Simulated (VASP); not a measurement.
Input of a VASP 6.6.1 run:

The input INCAR:

```
SYSTEM = WS2
ALGO = Normal ; EDIFF = 1E-8
ENCUT = 520 ; GGA = CA
ISIF = 2 ; ISMEAR = -1
LASPH = .TRUE. ; LCHARG = .FALSE.
LEFG = .TRUE. ; LREAL = .FALSE.
LWAVE = .FALSE. ; NBANDS = 20
NELM = 80 ; PREC = Accurate
SIGMA = 0.08
```

File KPOINTS:

```
k-points
0
G
  13 13 13
  0 0 0
```

POSCAR

```
WS2
1.0
    1.5684027470      0.9055177481      6.1219641228
   -1.5684027470      0.9055177481      6.1219641228
    0.0000000000     -1.8110354963      6.1219641228
W S
1 2
Direct
    0.0000000000      0.0000000000      0.0000000000
    0.7503000000      0.7503000000      0.7503000000
    0.5810000000      0.5810000000      0.5810000000
```

Potentials or basis: VASP PAW LDA potentials, release 64 (W_sv, S).

The run is started by

```console
$ cat potpaw_LDA.64/W_sv/POTCAR potpaw_LDA.64/S/POTCAR > POTCAR
$ mpirun -np 1 vasp_std > vasp.out
```

(1) Estimate the pressure.

(2) Predict the band gap on the k mesh.

(3) Estimate the largest force.

## Answers

(1) 0.2 GPa.

(2) 0.99 eV, indirect (least direct gap 2.15 eV).

(3) 0.616 eV/Å.

Caveat: without QUAD_EFG the Cq values of the log hold for a quadrupole moment of 1 mb, not for the nuclei; spin-orbit coupling is left out, which moves the levels of the heavy elements.
